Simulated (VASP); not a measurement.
Input of a VASP 6.6.1 run:

Contents of INCAR:

```
SYSTEM = MoS2
  PREC = Accurate
  ENCUT = 520
  EDIFF = 1E-7
  ISMEAR = -1
  SIGMA = 0.05
  LREAL = .False.
  LASPH = .True.
  NELM = 80
  ALGO = Normal
  ISIF = 2
  LWAVE = .False.
  LCHARG = .False.
  GGA = PS
  NBANDS = 20
```

The input KPOINTS:

```
Automatic mesh
0
Gamma
  10 10 10
  0 0 0
```

Contents of POSCAR:

```
MoS2
1.0
    1.6007918580      0.9242176101      6.2309303335
   -1.6007918580      0.9242176101      6.2309303335
    0.0000000000     -1.8484352203      6.2309303335
Mo S
1 2
Direct
    0.0000000000      0.0000000000      0.0000000000
    0.4170000000      0.4170000000      0.4170000000
    0.2500000000      0.2500000000      0.2500000000
```

Potentials or basis: VASP PAW PBE potentials, release 64 (Mo_sv, S).

Run with:

```bash
$ cat potpaw_PBE.64/Mo_sv/POTCAR potpaw_PBE.64/S/POTCAR > POTCAR
$ mpirun -np 1 vasp_std > vasp.out
```

(1) What does it give for the pressure?

(2) Predict the band gap on the k mesh.

(3) Predict the largest force.

Answers

(1) -5.3 GPa.

(2) 0.95 eV, indirect (least direct gap 1.86 eV).

(3) 0.453 eV/Å.

Caveat: the PAW data sets were made with another functional, which shifts forces and pressure a little.
